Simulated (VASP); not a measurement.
# ZrC (P6_3/mmc) in VASP: notebook

The runs below take ZrC through single point, with r2SCAN-based global hybrid with 10 % exact exchange, LDA, PBEsol.

Everything below comes from runs of VASP 6.6.1. Logs are shortened: lines on timing, memory, paths and dates and some standing lists are left out, and cuts for length are marked.

## 1. The cell of the first run

Symmetry: P6_3/mmc, No. 194, hexagonal system. Conventional cell: a = 3.391 Å, b = 3.391 Å, c = 5.290 Å, α = 90.00°, β = 90.00°, γ = 120.00°. Within 3.1 Å of Zr (site symmetry -6m2) lie 6 C at 2.36 Å. C (site symmetry -3m) has 6 Zr at 2.36 Å and 2 C at 2.65 Å within 3.1 Å.

## 2. Single point, r2SCAN-based global hybrid with 10 % exact exchange

File POSCAR:

```
ZrC
1.0
    3.3914762718      0.0000000000      0.0000000000
   -1.6957381359      2.9371046077      0.0000000000
    0.0000000000      0.0000000000      5.2900530000
Zr C
2 2
Direct
    0.6666666667      0.3333333333      0.7500000000
    0.3333333333      0.6666666667      0.2500000000
    0.0000000000      0.0000000000      0.5000000000
    0.0000000000      0.0000000000      0.0000000000
```

File INCAR.step1:

```
ALGO = Normal
EDIFF = 1E-5
ENCUT = 520
GGA = PE
ISIF = 2
ISMEAR = -1
LASPH = T
LREAL = F
LWAVE = T
NBANDS = 24
NELM = 60
PREC = Accurate
SIGMA = 0.05
```

File INCAR.step2:

```
AEXX = 0.1
ALGO = Normal
EDIFF = 1E-6
ENCUT = 520
ISIF = 2
ISMEAR = -1
ISTART = 1
LASPH = T
LCHARG = T
LELF = T
LHFCALC = T
LMIXTAU = T
LREAL = F
LVHAR = T
LWAVE = F
METAGGA = R2SCAN
NBANDS = 24
NELM = 60
PREC = Accurate
PRECFOCK = Normal
SIGMA = 0.05
```

File KPOINTS:

```
k-points
0
Gamma
  5 5 3
```

Potentials or basis: VASP PAW PBE potentials, release 64 (Zr_sv, C).

Launch:

```bash
$ cat potpaw_PBE.64/Zr_sv/POTCAR potpaw_PBE.64/C/POTCAR > POTCAR
$ cp INCAR.step1 INCAR
$ mpirun -np 1 vasp_std > vasp.out
$ cp INCAR.step2 INCAR
$ mpirun -np 1 vasp_std > vasp.out
```

OUTCAR:

```text
AEXX = 0.1
   EDIFF = 1E-6
   ENCUT = 520
   ISIF = 2
   ISMEAR = -1
   ISTART = 1
   LASPH = T
   LHFCALC = T
   LREAL = F
   METAGGA = R2SCAN
   NELM = 60
   PREC = Accurate
   PRECFOCK = Normal

 ion  position               nearest neighbor table
   1  0.667  0.333  0.750-   3 2.36   4 2.36   3 2.36   4 2.36   3 2.36   4 2.36   2 3.29   2 3.29
                             2 3.29   2 3.29   2 3.29   2 3.29
   2  0.333  0.667  0.250-   3 2.36   4 2.36   3 2.36   4 2.36   3 2.36   4 2.36   1 3.29   1 3.29
                             1 3.29   1 3.29   1 3.29   1 3.29
   3  0.000  0.000  0.500-   1 2.36   2 2.36   2 2.36   1 2.36   1 2.36   2 2.36
   4  0.000  0.000  0.000-   1 2.36   2 2.36   2 2.36   1 2.36   1 2.36   2 2.36

  LATTYP: Found a hexagonal cell.
 ALAT       =     3.3914762718
 C/A-ratio  =     1.5598083478

  Lattice vectors:

 A1 = (   3.3914762718,   0.0000000000,   0.0000000000)
 A2 = (  -1.6957381359,   2.9371046077,   0.0000000000)
 A3 = (   0.0000000000,   0.0000000000,   5.2900530000)

Analysis of symmetry for initial positions (statically):
=====================================================================
 Subroutine PRICEL returns:
 Original cell was already a primitive cell.

 Routine SETGRP: Setting up the symmetry group for a
 hexagonal supercell.

 Subroutine GETGRP returns: Found 24 space group operations
 (whereof 12 operations were pure point group operations)
 out of a pool of 24 trial point group operations.

The static configuration has the point symmetry D_3d.
 The point group associated with its full space group is D_6h.

Analysis of symmetry for dynamics (positions and initial velocities):
=====================================================================
 Subroutine PRICEL returns:
 Original cell was already a primitive cell.

 Routine SETGRP: Setting up the symmetry group for a
 hexagonal supercell.

 Subroutine GETGRP returns: Found 24 space group operations
 (whereof 12 operations were pure point group operations)
 out of a pool of 24 trial point group operations.

The dynamic configuration has the point symmetry D_3d.
 The point group associated with its full space group is D_6h.

 Subroutine INISYM returns: Found 24 space group operations
 (whereof 12 operations are pure point group operations),
 and found     1 'primitive' translations

----------------------------------------------------------------------------------------

                                     Primitive cell

  volume of cell :      52.6949

  direct lattice vectors                    reciprocal lattice vectors
     3.391476272  0.000000000  0.000000000     0.294856847  0.170235680  0.000000000
    -1.695738136  2.937104608  0.000000000     0.000000000  0.340471360  0.000000000
     0.000000000  0.000000000  5.290053000     0.000000000  0.000000000  0.189034023

  length of vectors
     3.391476272  3.391476272  5.290053000     0.340471360  0.340471360  0.189034023

  position of ions in fractional coordinates (direct lattice)
     0.666666667  0.333333333  0.750000000
     0.333333333  0.666666667  0.250000000
     0.000000000  0.000000000  0.500000000
     0.000000000  0.000000000  0.000000000

  ion indices of the primitive-cell ions
   primitive index   ion index
                 1           1
                 2           2
                 3           3
                 4           4

----------------------------------------------------------------------------------------

 KPOINTS: k-points

Automatic generation of k-mesh.
 Grid dimensions read from file:
 generate k-points for:    5    5    3

 Generating k-lattice:

  Cartesian coordinates                     Fractional coordinates (reciprocal lattice)
     0.058971369  0.034047136  0.000000000     0.200000000 -0.000000000  0.000000000
     0.000000000  0.068094272  0.000000000     0.000000000  0.200000000  0.000000000
     0.000000000  0.000000000  0.063011341     0.000000000  0.000000000  0.333333333

  Length of vectors
     0.068094272  0.068094272  0.063011341

  Shift w.r.t. Gamma in fractional coordinates (k-lattice)
     0.000000000  0.000000000  0.000000000

 Subroutine IBZKPT returns following result:
 ===========================================

 Found     10 irreducible k-points:

 Following reciprocal coordinates:
            Coordinates               Weight
  0.000000  0.000000  0.000000      1.000000
  0.200000  0.000000  0.000000      6.000000
  0.400000  0.000000  0.000000      6.000000
  0.200000  0.200000  0.000000      6.000000
  0.400000  0.200000  0.000000      6.000000
  0.000000  0.000000  0.333333      2.000000
  0.200000  0.000000  0.333333     12.000000
  0.400000  0.000000  0.333333     12.000000
  0.200000  0.200000  0.333333     12.000000
  0.400000  0.200000  0.333333     12.000000
   k-points           NKPTS =     10   k-points in BZ     NKDIM =     75   number of bands    NBANDS=     24
[... 79 lines left out ...]

 k-point     1 :       0.0000    0.0000    0.0000
  band No.  band energies     occupation
      1     -41.7076      2.00000
      2     -41.5842      2.00000
      3     -19.1402      2.00000
      4     -18.3694      2.00000
      5     -18.3694      2.00000
      6     -18.2735      2.00000
[... 16 lines left out ...]
     23      14.8142      0.00000
     24      18.1249      0.00000

 k-point     2 :       0.2000    0.0000    0.0000
  band No.  band energies     occupation
      1     -41.6770      2.00000
      2     -41.5741      2.00000
      3     -19.0209      2.00000
      4     -18.6056      2.00000
      5     -18.4693      2.00000
      6     -18.4524      2.00000
[... 16 lines left out ...]
     23      16.3070      0.00000
     24      16.4638      0.00000

 k-point     3 :       0.4000    0.0000    0.0000
  band No.  band energies     occupation
      1     -41.6198      2.00000
      2     -41.5652      2.00000
      3     -18.9797      2.00000
      4     -18.7659      2.00000
      5     -18.7582      2.00000
      6     -18.5633      2.00000
[... 16 lines left out ...]
     23      15.6800      0.00000
     24      16.4868      0.00000

 k-point     4 :       0.2000    0.2000    0.0000
  band No.  band energies     occupation
      1     -41.6322      2.00000
      2     -41.5654      2.00000
      3     -18.8379      2.00000
      4     -18.8281      2.00000
      5     -18.7361      2.00000
      6     -18.4996      2.00000
[... 16 lines left out ...]
     23      16.2578      0.00000
     24      16.6634      0.00000

 k-point     5 :       0.4000    0.2000    0.0000
  band No.  band energies     occupation
      1     -41.5949      2.00000
      2     -41.5696      2.00000
      3     -18.9998      2.00000
      4     -18.7432      2.00000
      5     -18.6654      2.00000
      6     -18.6340      2.00000
[... 16 lines left out ...]
     23      16.8704      0.00000
     24      17.1402      0.00000

 k-point     6 :       0.0000    0.0000    0.3333
  band No.  band energies     occupation
      1     -41.6770      2.00000
      2     -41.6153      2.00000
      3     -18.9169      2.00000
      4     -18.4415      2.00000
      5     -18.3452      2.00000
      6     -18.3452      2.00000
[... 16 lines left out ...]
     23      15.4726      0.00000
     24      16.2763      0.00000

 k-point     7 :       0.2000    0.0000    0.3333
  band No.  band energies     occupation
      1     -41.6515      2.00000
      2     -41.6000      2.00000
      3     -18.8940      2.00000
      4     -18.6347      2.00000
      5     -18.4912      2.00000
      6     -18.4099      2.00000
[... 16 lines left out ...]
     23      16.1553      0.00000
     24      16.5331      0.00000

 k-point     8 :       0.4000    0.0000    0.3333
  band No.  band energies     occupation
      1     -41.6061      2.00000
      2     -41.5788      2.00000
      3     -19.0444      2.00000
      4     -18.9271      2.00000
      5     -18.5309      2.00000
      6     -18.5023      2.00000
[... 16 lines left out ...]
     23      16.7385      0.00000
     24      17.1745      0.00000

 k-point     9 :       0.2000    0.2000    0.3333
  band No.  band energies     occupation
      1     -41.6156      2.00000
      2     -41.5822      2.00000
      3     -18.9244      2.00000
      4     -18.8664      2.00000
      5     -18.5637      2.00000
      6     -18.5353      2.00000
[... 16 lines left out ...]
     23      16.6721      0.00000
     24      16.8972      0.00000

 k-point    10 :       0.4000    0.2000    0.3333
  band No.  band energies     occupation
      1     -41.5885      2.00000
      2     -41.5759      2.00000
      3     -19.0064      2.00000
      4     -18.9069      2.00000
      5     -18.7232      2.00000
      6     -18.5805      2.00000
[... 16 lines left out ...]
     23      16.9544      0.00000
     24      17.0326      0.00000

------------------------ aborting loop because EDIFF is reached ----------------------------------------

  FORCE on cell =-STRESS in cart. coord.  units (eV):
  Direction    XX          YY          ZZ          XY          YZ          ZX
  --------------------------------------------------------------------------------------
  -------------------------------------------------------------------------------------
  Total       -1.4248806     -1.4248806     -0.4469576      0.0000000     -0.0000000      0.0000000
  in kB      -43.3232315    -43.3232315    -13.5896619      0.0000000     -0.0000000      0.0000000
  external PRESSURE =     -33.4120416 kB  Pullay stress =       0.0000000 kB

 VOLUME and BASIS-vectors are now :
 -----------------------------------------------------------------------------
  energy-cutoff  :      520.00
  volume of cell :       52.69
      direct lattice vectors                 reciprocal lattice vectors
     3.391476272  0.000000000  0.000000000     0.294856847  0.170235680  0.000000000
    -1.695738136  2.937104608  0.000000000     0.000000000  0.340471360  0.000000000
     0.000000000  0.000000000  5.290053000     0.000000000  0.000000000  0.189034023

 POSITION                                       TOTAL-FORCE (eV/Angst)
 -----------------------------------------------------------------------------------
      1.69574      0.97903      3.96754         0.000000      0.000000      0.000000
     -0.00000      1.95807      1.32251        -0.000000     -0.000000     -0.000000
      0.00000      0.00000      2.64503         0.000000      0.000000     -0.000000
      0.00000      0.00000      0.00000         0.000000      0.000000     -0.000000
 -----------------------------------------------------------------------------------
    total drift:                               -0.000000      0.000000     -0.000000

  FREE ENERGIE OF THE ION-ELECTRON SYSTEM (eV)
  ---------------------------------------------------
  free  energy   TOTEN  =       -69.2003462369 eV

  energy  without entropy=      -69.1954779936  energy(sigma->0) =      -69.19791212
```

Run time: 33 min. Hardware: 1 thread of Intel Xeon Platinum 8259CL at 2.50GHz (Skylake/Cascade Lake), shared host; peak memory 0.2 GiB.

Results:

```
Free energy            : -69.2003 eV
Pressure               : -3.3 GPa
Band gap on the k mesh : zero (bands 16 and 17 overlap by 1.19 eV)
```

Stress tensor (GPa, compression positive):
```
-4.33  0.00  0.00
 0.00 -4.33  0.00
 0.00  0.00 -1.36
```

Caveat: the k points lie up to 0.43 Å⁻¹ apart, too coarse for converged energies and pressures of a metal; the PAW data sets were made with another functional, which shifts forces and pressure a little.

## 3. Single point, LDA

File INCAR:

```
PREC     = Accurate       # precision mode
ENCUT    = 520            # plane-wave cutoff, eV
EDIFF    = 1E-7           # SCF threshold, eV
ISMEAR   = -1             # smearing method
SIGMA    = 0.05           # smearing width, eV
LREAL    = F              # projectors in reciprocal space
LASPH    = T              # aspherical terms in the spheres
NELM     = 80             # most SCF steps
ALGO     = Normal         # electronic algorithm
ISIF     = 2              # what is computed and relaxed
LWAVE    = F              # write WAVECAR
LCHARG   = F              # write CHGCAR
GGA      = CA             # functional
NBANDS   = 24             # bands
```

File KPOINTS:

```
Automatic mesh
0
Gamma
  9 9 5
```

POSCAR is that of step 2.

Potentials or basis: VASP PAW LDA potentials, release 64 (Zr_sv, C).

Launch:

```bash
$ cat potpaw_LDA.64/Zr_sv/POTCAR potpaw_LDA.64/C/POTCAR > POTCAR
$ mpirun -np 1 vasp_std > vasp.out
```

Wall time 51 s (1 thread of Intel Xeon 8259CL, shared host); peak memory 0.17 GiB.

The run converged. Its results:

| Quantity | Value |
| --- | --- |
| Free energy | -41.8081 eV |
| Pressure | -11.2 GPa |
| Band gap on the k mesh | zero (bands 16 and 17 overlap by 0.96 eV) |

Stress tensor (GPa, compression positive):
```
-11.88   0.00   0.00
  0.00 -11.88   0.00
  0.00   0.00  -9.85
```

Levels at points of the mesh, in eV from the Fermi level:
```tsv
k point	band 13	band 14	band 15	band 16	band 17	band 18	band 19	band 20
(0.00, 0.00, 0.00)	-2.79	-1.08	-1.08	0.92	1.22	1.22	1.62	1.62
```

Caveat: the cell stands under tension.

## 4. Single point, PBEsol (12.38 Å³/atom)

This run uses another cell than the first one, of 12.38 Å³/atom.

File INCAR:

```
SYSTEM = ZrC
ALGO = Normal
EDIFF = 1E-6
ENCUT = 520
GGA = PS
ISIF = 2
ISMEAR = -1
LASPH = .TRUE.
LCHARG = .TRUE.
LELF = .TRUE.
LREAL = .FALSE.
LVHAR = .TRUE.
LWAVE = .FALSE.
NBANDS = 24
NELM = 80
PREC = Accurate
SIGMA = 0.05
```

File KPOINTS:

```
k-points
0
G
  9 9 5
  0 0 0
```

File POSCAR:

```
ZrC
1.0
    3.3222430439      0.0000000000      0.0000000000
   -1.6611215219      2.8771468735      0.0000000000
    0.0000000000      0.0000000000      5.1820624332
Zr C
2 2
Direct
    0.6666666667      0.3333333333      0.7500000000
    0.3333333333      0.6666666667      0.2500000000
    0.0000000000      0.0000000000      0.5000000000
    0.0000000000      0.0000000000      0.0000000000
```

Potentials or basis: VASP PAW PBE potentials, release 64 (Zr_sv, C).

Launch:

```bash
$ cat potpaw_PBE.64/Zr_sv/POTCAR potpaw_PBE.64/C/POTCAR > POTCAR
$ mpirun -np 1 vasp_std > vasp.out
```

It took 70 s on 1 thread of Intel Xeon 8259CL, shared host; peak memory 0.19 GiB.

The run converged. Its results:

| Quantity | Value |
| --- | --- |
| Free energy | -40.4674 eV |
| Pressure | 6.8 GPa |
| Band gap on the k mesh | zero (bands 16 and 17 overlap by 0.98 eV) |

Stress tensor (GPa, compression positive):
```
6.36 0.00 0.00
0.00 6.36 0.00
0.00 0.00 7.59
```

Levels at points of the mesh, in eV from the Fermi level:
```csv
k point,band 12,band 13,band 14,band 15,band 16,band 17,band 18,band 19,band 20,band 21
"(0.00, 0.00, 0.00)",-2.95,-2.95,-1.14,-1.14,0.97,1.30,1.30,1.75,1.75,2.50
```

Caveat: the cell stands under pressure; the PAW data sets were made with another functional, which shifts forces and pressure a little.

## 5. Single point, PBEsol (12.65 Å³/atom)

This run uses another cell than the first one, of 12.65 Å³/atom.

File INCAR:

```
SYSTEM = ZrC
PREC     = Accurate       ! precision mode
ENCUT    = 520            ! plane-wave cutoff, eV
EDIFF    = 1E-6           ! SCF threshold, eV
ISMEAR   = -1             ! smearing method
SIGMA    = 0.05           ! smearing width, eV
LREAL    = .False.        ! projectors in reciprocal space
LASPH    = .True.         ! aspherical terms in the spheres
NELM     = 60             ! most SCF steps
ALGO     = Normal         ! electronic algorithm
ISIF     = 2              ! what is computed and relaxed
LWAVE    = .False.        ! write WAVECAR
LCHARG   = .True.         ! write CHGCAR
GGA      = PS             ! functional
LELF     = .True.         ! ELF
LVHAR    = .True.       
NBANDS   = 24             ! bands
```

File KPOINTS:

```
regular mesh
0
Gamma
  9 9 5
  0 0 0
```

File POSCAR:

```
ZrC
1.0
    3.3456398925      0.0000000000      0.0000000000
   -1.6728199463      2.8974091388      0.0000000000
    0.0000000000      0.0000000000      5.2185570330
Zr C
2 2
Direct
    0.6666666667      0.3333333333      0.7500000000
    0.3333333333      0.6666666667      0.2500000000
    0.0000000000      0.0000000000      0.5000000000
    0.0000000000      0.0000000000      0.0000000000
```

Launch:

```bash
$ cat potpaw_PBE.64/Zr_sv/POTCAR potpaw_PBE.64/C/POTCAR > POTCAR
$ mpirun -np 1 vasp_std > vasp.out
```

Run time: 87 s. Hardware: 1 thread of Intel Xeon 8259CL, shared host; peak memory 0.19 GiB.

The run converged. Its results:

```yaml
Free_energy: -40.4949 eV
Pressure: 1.5 GPa
Band_gap_on_the_k_mesh: zero (bands 16 and 17 overlap by 0.97 eV)
```

Stress tensor (GPa, compression positive):
```
1.04 0.00 0.00
0.00 1.04 0.00
0.00 0.00 2.45
```

Levels at points of the mesh, in eV from the Fermi level:
| k point | band 12 | band 13 | band 14 | band 15 | band 16 | band 17 | band 18 | band 19 | band 20 | band 21 |
| --- | --- | --- | --- | --- | --- | --- | --- | --- | --- | --- |
| (0.00, 0.00, 0.00) | -2.90 | -2.90 | -1.12 | -1.12 | 0.96 | 1.28 | 1.28 | 1.71 | 1.71 | 2.45 |

Caveat: the PAW data sets were made with another functional, which shifts forces and pressure a little.

## 6. Summary

```csv
level,potentials or basis,cell,k mesh,grid for exact exchange (PRECFOCK),share of exact exchange,gap on the mesh (eV),pressure (GPa)
r2SCAN-based global hybrid with 10 % exact exchange,"VASP PAW PBE potentials, release 64 (Zr_sv, C)","a = 3.391, b = 3.391, c = 5.290 Å, angles 90.0, 90.0, 120.0°, 4 atoms",5 × 5 × 3,Normal,0.1,none,-3.3
LDA,"VASP PAW LDA potentials, release 64 (Zr_sv, C)","a = 3.391, b = 3.391, c = 5.290 Å, angles 90.0, 90.0, 120.0°, 4 atoms",9 × 9 × 5,-,-,none,-11.2
PBEsol,"VASP PAW PBE potentials, release 64 (Zr_sv, C)","a = 3.322, b = 3.322, c = 5.182 Å, angles 90.0, 90.0, 120.0°, 4 atoms",9 × 9 × 5,-,-,none,6.8
PBEsol,"VASP PAW PBE potentials, release 64 (Zr_sv, C)","a = 3.346, b = 3.346, c = 5.219 Å, angles 90.0, 90.0, 120.0°, 4 atoms",9 × 9 × 5,-,-,none,1.5
```

Alike in all rows: task single point; no spin polarisation; cutoff (eV) 520; smearing fermi-dirac 0.05 eV.

Caveats: some runs use coarse meshes; the PAW data sets were made with another functional, which shifts forces and pressure a little (at least some runs); the cell stands under tension (at least some runs); the cell stands under pressure (at least some runs).

Total energies depend on the potentials used, so only differences within one code and one set of settings carry meaning.
